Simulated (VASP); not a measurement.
RbCl, 2 atoms in the cell. It takes space group Fm-3m (No. 225, cubic). Conventional cell: a = 6.830 Å, b = 6.830 Å, c = 6.830 Å, α = 90.00°, β = 90.00°, γ = 90.00°. Rb (site symmetry m-3m) has 6 Cl at 3.41 Å within 4.5 Å. Within 4.5 Å of Cl (site symmetry m-3m) lie 6 Rb at 3.41 Å. 

* Program: VASP 6.6.1
* Task: single point
* Functional: PBE
* Potentials or basis: VASP PAW PBE potentials, release 64 (Rb_sv, Cl)
* Cutoff: 500 eV
* k mesh: 6 × 6 × 6
* Occupations: gaussian, width 0.01 eV
* Spin: no spin polarisation
* Dipole correction: no
* Further INCAR settings: ALGO = Normal; EDIFF = 1e-06; NBANDS = 15

Potentials or basis: VASP PAW PBE potentials, release 64 (Rb_sv, Cl).

The run is started by

```console
$ cat potpaw_PBE.64/Rb_sv/POTCAR potpaw_PBE.64/Cl/POTCAR > POTCAR
$ mpirun -np 1 vasp_std > vasp.out
```

Hardware: 1 thread of Intel(R) Xeon(R) Platinum 8488C (Sapphire Rapids), on a shared host.

Q: Estimate the wall time of this run.

A: Run time: 11 s on 1 thread of Intel(R) Xeon(R) Platinum 8488C (Sapphire Rapids), with other jobs on the host, peak memory 0.2 GiB. Counts: scf iterations 13, k points 16.
